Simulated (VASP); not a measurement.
A run of VASP 6.6.1 is set up as follows.

INCAR

```
SYSTEM = TaN
PREC = Accurate
ENCUT = 520
EDIFF = 1E-6
ISMEAR = -1
SIGMA = 0.1
LREAL = .FALSE.
LASPH = .TRUE.
NELM = 60
ALGO = Normal
ISIF = 2
LWAVE = .FALSE.
LCHARG = .TRUE.
GGA = PS
LELF = .TRUE.
LVHAR = .TRUE.
NBANDS = 33
```

File KPOINTS:

```
regular mesh
0
G
  5 5 8
  0 0 0
```

The input POSCAR:

```
TaN
1.0
    5.2253784853      0.0000000000      0.0000000000
   -2.6126892427      4.5253105116      0.0000000000
    0.0000000000      0.0000000000      2.9272588394
Ta N
3 3
Direct
    0.0000000000      0.0000000000      0.0000000000
    0.3333333333      0.6666666667      0.5000000000
    0.6666666667      0.3333333333      0.5000000000
    0.5000000000      0.0000000000      0.0000000000
    0.5000000000      0.5000000000      0.0000000000
    0.0000000000      0.5000000000      0.0000000000
```

Potentials or basis: VASP PAW PBE potentials, release 64 (Ta_pv, N).

Command:

```console
$ cat potpaw_PBE.64/Ta_pv/POTCAR potpaw_PBE.64/N/POTCAR > POTCAR
$ mpirun -np 1 vasp_std > vasp.out
```

Task: Predict the pressure.

Result: -4.5 GPa.

Task: What does it give for the band gap on the k mesh?

Result: Zero (bands 24 and 25 overlap by 2.08 eV).

Stress tensor (GPa, compression positive):
```
-3.58  0.00  0.00
 0.00 -3.58  0.00
 0.00  0.00 -6.23
```

Caveat: the cell stands under tension; the PAW data sets were made with another functional, which shifts forces and pressure a little; spin-orbit coupling is left out, which moves the levels of the heavy elements.
